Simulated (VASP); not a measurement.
# AgCl (Fm-3m) in VASP: single point with HSE06

Aim: the single point of AgCl with HSE06.

Everything below comes from runs of VASP 6.6.1. Logs are shortened: lines on timing, memory, paths and dates and some standing lists are left out, and cuts for length are marked.

## (1) The cell of the first run

The structure is cubic, space group Fm-3m (No. 225). The conventional cell has a = 5.282 Å, b = 5.282 Å, c = 5.282 Å, α = 90.00°, β = 90.00°, γ = 90.00°. Ag (site symmetry m-3m) has 6 Cl at 2.64 Å within 3.5 Å. Within 3.5 Å of Cl (site symmetry m-3m) lie 6 Ag at 2.64 Å.

## (2) Single point, HSE06 (strain -4.8%)

POSCAR reads:

```
AgCl
1.0
    0.0000000000      2.6409029448      2.6409029448
    2.6409029448      0.0000000000      2.6409029448
    2.6409029448      2.6409029448      0.0000000000
Ag Cl
1 1
Direct
    0.0000000000      0.0000000000      0.0000000000
    0.5000000000      0.5000000000      0.5000000000
```

INCAR.step1 reads:

```
ALGO     = Normal         # electronic algorithm
EDIFF    = 1E-5           # SCF threshold, eV
ENCUT    = 520            # plane-wave cutoff, eV
GGA      = PE             # functional
ISIF     = 2              # what is computed and relaxed
ISMEAR   = 0              # smearing method
LASPH    = True           # aspherical terms in the spheres
LREAL    = False          # projectors in reciprocal space
LWAVE    = True           # write WAVECAR
NBANDS   = 16             # bands
NELM     = 100            # most SCF steps
PREC     = Accurate       # precision mode
SIGMA    = 0.01           # smearing width, eV
```

INCAR.step2 reads:

```
ALGO     = Normal         # electronic algorithm
EDIFF    = 1E-6           # SCF threshold, eV
ENCUT    = 520            # plane-wave cutoff, eV
GGA      = PE             # functional
HFSCREEN = 0.2079         # screening, 1/A
ISIF     = 2              # what is computed and relaxed
ISMEAR   = 0              # smearing method
ISTART   = 1            
LASPH    = True           # aspherical terms in the spheres
LCHARG   = True           # write CHGCAR
LELF     = True           # ELF
LHFCALC  = True           # exact exchange
LREAL    = False          # projectors in reciprocal space
LVHAR    = True         
LWAVE    = False          # write WAVECAR
NBANDS   = 16             # bands
NELM     = 100            # most SCF steps
PREC     = Accurate       # precision mode
PRECFOCK = Normal       
SIGMA    = 0.01           # smearing width, eV
```

KPOINTS reads:

```
k-points
0
Gamma
  6 6 6
```

Potentials or basis: VASP PAW PBE potentials, release 64 (Ag, Cl).

Command:

```sh
$ cat potpaw_PBE.64/Ag/POTCAR potpaw_PBE.64/Cl/POTCAR > POTCAR
$ cp INCAR.step1 INCAR
$ mpirun -np 1 vasp_std > vasp.out
$ cp INCAR.step2 INCAR
$ mpirun -np 1 vasp_std > vasp.out
```

OUTCAR:

```text
EDIFF = 1E-6
   ENCUT = 520
   GGA = PE
   HFSCREEN = 0.2079
   ISIF = 2
   ISMEAR = 0
   ISTART = 1
   LASPH = True
   LHFCALC = True
   LREAL = False
   NELM = 100
   PREC = Accurate
   PRECFOCK = Normal

 ion  position               nearest neighbor table
   1  0.000  0.000  0.000-   2 2.64   2 2.64   2 2.64   2 2.64   2 2.64   2 2.64
   2  0.500  0.500  0.500-   1 2.64   1 2.64   1 2.64   1 2.64   1 2.64   1 2.64

  LATTYP: Found a face centered cubic cell.
 ALAT       =     5.2818058896

  Lattice vectors:

 A1 = (   0.0000000000,   2.6409029448,   2.6409029448)
 A2 = (   2.6409029448,   0.0000000000,   2.6409029448)
 A3 = (   2.6409029448,   2.6409029448,   0.0000000000)

Analysis of symmetry for initial positions (statically):
=====================================================================
 Subroutine PRICEL returns:
 Original cell was already a primitive cell.

 Routine SETGRP: Setting up the symmetry group for a
 face centered cubic supercell.

 Subroutine GETGRP returns: Found 48 space group operations
 (whereof 48 operations were pure point group operations)
 out of a pool of 48 trial point group operations.

The static configuration has the point symmetry O_h .

Analysis of symmetry for dynamics (positions and initial velocities):
=====================================================================
 Subroutine PRICEL returns:
 Original cell was already a primitive cell.

 Routine SETGRP: Setting up the symmetry group for a
 face centered cubic supercell.

 Subroutine GETGRP returns: Found 48 space group operations
 (whereof 48 operations were pure point group operations)
 out of a pool of 48 trial point group operations.

The dynamic configuration has the point symmetry O_h .

 Subroutine INISYM returns: Found 48 space group operations
 (whereof 48 operations are pure point group operations),
 and found     1 'primitive' translations

----------------------------------------------------------------------------------------

                                     Primitive cell

  volume of cell :      36.8373

  direct lattice vectors                    reciprocal lattice vectors
     0.000000000  2.640902945  2.640902945    -0.189329184  0.189329184  0.189329184
     2.640902945  0.000000000  2.640902945     0.189329184 -0.189329184  0.189329184
     2.640902945  2.640902945  0.000000000     0.189329184  0.189329184 -0.189329184

  length of vectors
     3.734800761  3.734800761  3.734800761     0.327927766  0.327927766  0.327927766

  position of ions in fractional coordinates (direct lattice)
     0.000000000  0.000000000  0.000000000
     0.500000000  0.500000000  0.500000000

  ion indices of the primitive-cell ions
   primitive index   ion index
                 1           1
                 2           2

----------------------------------------------------------------------------------------

 KPOINTS: k-points

Automatic generation of k-mesh.
 Grid dimensions read from file:
 generate k-points for:    6    6    6

 Generating k-lattice:

  Cartesian coordinates                     Fractional coordinates (reciprocal lattice)
    -0.031554864  0.031554864  0.031554864     0.166666667  0.000000000  0.000000000
     0.031554864 -0.031554864  0.031554864     0.000000000  0.166666667  0.000000000
     0.031554864  0.031554864 -0.031554864     0.000000000  0.000000000  0.166666667

  Length of vectors
     0.054654628  0.054654628  0.054654628

  Shift w.r.t. Gamma in fractional coordinates (k-lattice)
     0.000000000  0.000000000  0.000000000

 Subroutine IBZKPT returns following result:
 ===========================================

 Found     16 irreducible k-points:

 Following reciprocal coordinates:
            Coordinates               Weight
  0.000000  0.000000  0.000000      1.000000
  0.166667  0.000000  0.000000      8.000000
  0.333333  0.000000  0.000000      8.000000
  0.500000  0.000000  0.000000      4.000000
  0.166667  0.166667  0.000000      6.000000
  0.333333  0.166667  0.000000     24.000000
[... 8 lines left out ...]
 -0.333333  0.333333  0.166667     24.000000
 -0.333333  0.500000  0.166667     12.000000
   k-points           NKPTS =     16   k-points in BZ     NKDIM =    216   number of bands    NBANDS=     16
   number of dos      NEDOS =    301   number of ions     NIONS =      2
   total plane-waves  NPLWV =  21952
   dimension x,y,z NGX =    28 NGY =   28 NGZ =   28
   dimension x,y,z NGXF=    56 NGYF=   56 NGZF=   56
   ions per type =               1   1
   NGX,Y,Z   is equivalent  to a cutoff of  12.46, 12.46, 12.46 a.u.
   NGXF,Y,Z  is equivalent  to a cutoff of  24.93, 24.93, 24.93 a.u.
 SYSTEM =  unknown system
   PREC   = accura    normal or accurate (medium, high low for compatibility)
   ISTART =      1    job   : 0-new  1-cont  2-samecut
   ICHARG =      0    charge: 1-file 2-atom 10-const
   ISPIN  =      1    spin polarized calculation?
   LNONCOLLINEAR =      F non collinear calculations
   LSORBIT =      F    spin-orbit coupling
   LASPH  =      T    aspherical Exc in radial PAW
   ENCUT  =  520.0 eV  38.22 Ry    6.18 a.u.   6.94  6.94  6.94*2*pi/ulx,y,z
   NELM   =    100;   NELMIN=  2; NELMDL=  0     # of ELM steps
   EDIFF  = 0.1E-05   stopping-criterion for ELM
   LREAL  =      F    real-space projection
   EDIFFG = 0.1E-04   stopping-criterion for IOM
   NSW    =      0    number of steps for IOM
   IBRION =     -1    ionic relax: 0-MD 1-quasi-New 2-CG
   NFREE  =      0    steps in history (QN), initial steepest desc. (CG)
   ISIF   =      2    stress and relaxation
   ISYM   =      3    0-nonsym 1-usesym 2-fastsym
   POTIM  = 0.5000    time-step for ionic-motion
   TEBEG  =    0.0;   TEEND  =   0.0 temperature during run
   PSTRESS=    0.0 pullay stress
   NELECT =      18.0000    total number of electrons
   NUPDOWN=      -1.0000    fix difference up-down
   EMIN   =  10.00;   EMAX   =-10.00  energy-range for DOS
   EFERMI =   0.00;   METHOD = LEGACY
   ISMEAR =     0;   SIGMA  =   0.01  broadening in eV -4-tet -1-fermi 0-gaus
   EFERMI_NEDOS =   21; number of points for ismear=-14 and -15
   IALGO  =     38    algorithm
   IMIX   =      1    mixing-type and parameters
     AMIX     =   0.40;   BMIX     =  1.00
     AMIX_MAG =   1.60;   BMIX_MAG =  1.00
  volume/ion in A,a.u.               =      18.42       124.30
  Fermi-wavevector in a.u.,A,eV,Ry     =   1.289446  2.436700 22.622019  1.662672
  Thomas-Fermi vector in A             =   2.421339
   LORBIT       =      0    0 simple, 1 ext, 2 COOP (PROOUT), +10 PAW based schemes
   GGA     = PE    functional components
   LHFCALC =     T    Hartree Fock is set to
   PRECFOCK=normal    Normal, Fast or Accurate (Low or Medium for compatibility)
   ENCUT4O =  -1.0   cutoff for four orbital integrals eV
   NKREDX  =     1    reduce k-point grid by
   NKREDY  =     1    reduce k-point grid by
   NKREDZ  =     1    reduce k-point grid by
   AEXX    =    0.2500 exact exchange contribution
   HFSCREEN=    0.2079 screening length (either q_TF or 0.3 A-1)
   HFSCREENC=   0.2079 screening length for correlation (either q_TF or 0.3 A-1)
   ENCUTFOCK=  -1.0 apply spherical cutoff to Coloumb kernel
   IVDW    =     0    specifies the selected vdW correction
   LEPSILON=     F    determine dielectric tensor
   LRPA    =     F    only Hartree local field effects (RPA)
 non-spin polarized calculation
 Gauss-broadening in eV      SIGMA  =   0.01
  energy-cutoff  :      520.00
  volume of cell :       36.84
 maximum number of plane-waves:      1018
  NGX = 24; NGY = 24; NGZ = 24

 number of electron      17.9999993 magnetization

 Free energy of the ion-electron system (eV)
  ---------------------------------------------------
  ext. energy  EPLUGINS =         0.00000000
  ---------------------------------------------------
  free energy    TOTEN  =        -6.42638202 eV

  energy without entropy =       -6.42638202  energy(sigma->0) =       -6.42638202

 E-fermi :   4.8966     XC(G=0):  -8.8356

 val. band max:        4.8327346917   @ k =   0.5000   0.0000   0.0000
 cond. band min:       7.2133194666   @ k =   0.0000   0.0000   0.0000
 fundamental gap:      2.3805847749
 Fermi energy:         4.8966362709

 k-point     1 :       0.0000    0.0000    0.0000
  band No.  band energies     occupation
      1     -12.6249      2.00000
      2       1.2724      2.00000
      3       1.2724      2.00000
      4       1.2724      2.00000
      5       1.2733      2.00000
      6       1.2733      2.00000
[... 8 lines left out ...]
     15      20.7732      0.00000
     16      20.7732      0.00000

 k-point     2 :       0.1667    0.0000    0.0000
  band No.  band energies     occupation
      1     -12.4615      2.00000
      2       0.2526      2.00000
      3       0.2949      2.00000
      4       0.2949      2.00000
      5       1.3984      2.00000
      6       1.3984      2.00000
[... 8 lines left out ...]
     15      18.7507      0.00000
     16      19.6057      0.00000

 k-point     3 :       0.3333    0.0000    0.0000
  band No.  band energies     occupation
      1     -12.1046      2.00000
      2      -1.3289      2.00000
      3      -0.5238      2.00000
      4      -0.5238      2.00000
      5       1.6628      2.00000
      6       1.6628      2.00000
[... 8 lines left out ...]
     15      19.4387      0.00000
     16      19.8486      0.00000

 k-point     4 :       0.5000    0.0000    0.0000
  band No.  band energies     occupation
      1     -11.9077      2.00000
      2      -1.9986      2.00000
      3      -0.8116      2.00000
      4      -0.8116      2.00000
      5       1.8020      2.00000
      6       1.8020      2.00000
[... 8 lines left out ...]
     15      20.3115      0.00000
     16      20.6316      0.00000
[... 172 lines left out ...]
 k-point    14 :       0.5000    0.3333    0.1667
  band No.  band energies     occupation
      1     -11.9625      2.00000
      2      -1.2910      2.00000
      3      -0.4935      2.00000
      4      -0.0520      2.00000
      5       1.5736      2.00000
      6       1.8020      2.00000
[... 8 lines left out ...]
     15      21.4744      0.00000
     16      23.5068      0.00000

 k-point    15 :      -0.3333    0.3333    0.1667
  band No.  band energies     occupation
      1     -11.8647      2.00000
      2      -1.1572      2.00000
      3      -0.5695      2.00000
      4      -0.5407      2.00000
      5       1.7162      2.00000
      6       1.8210      2.00000
[... 8 lines left out ...]
     15      20.7875      0.00000
     16      22.3970      0.00000

 k-point    16 :      -0.3333    0.5000    0.1667
  band No.  band energies     occupation
      1     -11.8668      2.00000
      2      -0.6738      2.00000
      3      -0.4995      2.00000
      4      -0.1226      2.00000
      5       1.7652      2.00000
      6       1.9732      2.00000
[... 8 lines left out ...]
     15      21.3210      0.00000
     16      21.8801      0.00000

------------------------ aborting loop because EDIFF is reached ----------------------------------------

  FORCE on cell =-STRESS in cart. coord.  units (eV):
  Direction    XX          YY          ZZ          XY          YZ          ZX
  --------------------------------------------------------------------------------------
  -------------------------------------------------------------------------------------
  Total        2.6730897      2.6730897      2.6730897      0.0000000      0.0000000     -0.0000000
  in kB      116.2617325    116.2617325    116.2617325      0.0000000      0.0000000     -0.0000000
  external PRESSURE =     116.2617325 kB  Pullay stress =       0.0000000 kB

 VOLUME and BASIS-vectors are now :
 -----------------------------------------------------------------------------
  energy-cutoff  :      520.00
  volume of cell :       36.84
      direct lattice vectors                 reciprocal lattice vectors
     0.000000000  2.640902945  2.640902945    -0.189329184  0.189329184  0.189329184
     2.640902945  0.000000000  2.640902945     0.189329184 -0.189329184  0.189329184
     2.640902945  2.640902945  0.000000000     0.189329184  0.189329184 -0.189329184

 POSITION                                       TOTAL-FORCE (eV/Angst)
 -----------------------------------------------------------------------------------
      0.00000      0.00000      0.00000        -0.000000     -0.000000      0.000000
      2.64090      2.64090      2.64090         0.000000      0.000000     -0.000000
 -----------------------------------------------------------------------------------
    total drift:                               -0.000301      0.000160     -0.000296

  FREE ENERGIE OF THE ION-ELECTRON SYSTEM (eV)
  ---------------------------------------------------
  free  energy   TOTEN  =        -6.4263820201 eV

  energy  without entropy=       -6.4263820201  energy(sigma->0) =       -6.42638202
```

It took 73 min on 1 thread of Intel Xeon 8259CL, shared host; peak memory 0.26 GiB.

Results:

| Quantity | Value |
| --- | --- |
| Free energy | -6.4264 eV |
| Pressure | 11.6 GPa |
| Band gap on the k mesh | 2.38 eV (least direct gap 5.14 eV) |

Caveat: the cell differs from its parent crystal (strain -4.8%); the cell stands under pressure; the PAW data sets were made with another functional, which shifts forces and pressure a little.
